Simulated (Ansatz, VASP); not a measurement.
# One calculation of Ti3H2, two programs

```xyz
5
Lattice="2.9346 0.0000 0.0000 -1.4673 2.5414 0.0000 0.0000 0.0000 7.2618" Properties=species:S:1:pos:R:3 pbc="T T T"
Ti    0.0000    0.0000    0.0000
Ti    0.0000    1.6943    4.7943
Ti    1.4673    0.8471    2.4676
H     0.0000    1.6943    1.1955
H     1.4673    0.8471    6.0664
```

Alike in both runs: functional PBE; k mesh 6 × 6 × 4; occupations gaussian, width 0.1 eV; no spin polarisation.

Ansatz relaxed the structure, and its values are those at the end. VASP's run is a single point on that final structure, the one shown.

```csv
,VASP,Ansatz
version,VASP 6.6.1,Ansatz 0.2.0
potentials or method,"VASP PAW PBE potentials, release 64 (Ti_sv, H), cutoff 520 eV","scalar-relativistic, plane waves, PAW"
valence electrons in the cell,38,38
```

|  | VASP | Ansatz | Ansatz less VASP |
| --- | --- | --- | --- |
| gap on the k mesh at the Fermi level (eV) | none | none | - |
| pressure (GPa) | 0.0 | 0.2 | +0.18 |
| rms of the force components (eV/Å) | 0.012 | 0.010 | -0.0026 |

A gap of «none» marks a metal or a gap that the smearing closes.

The k mesh is coarse, so the values compare programs but aren't converged.
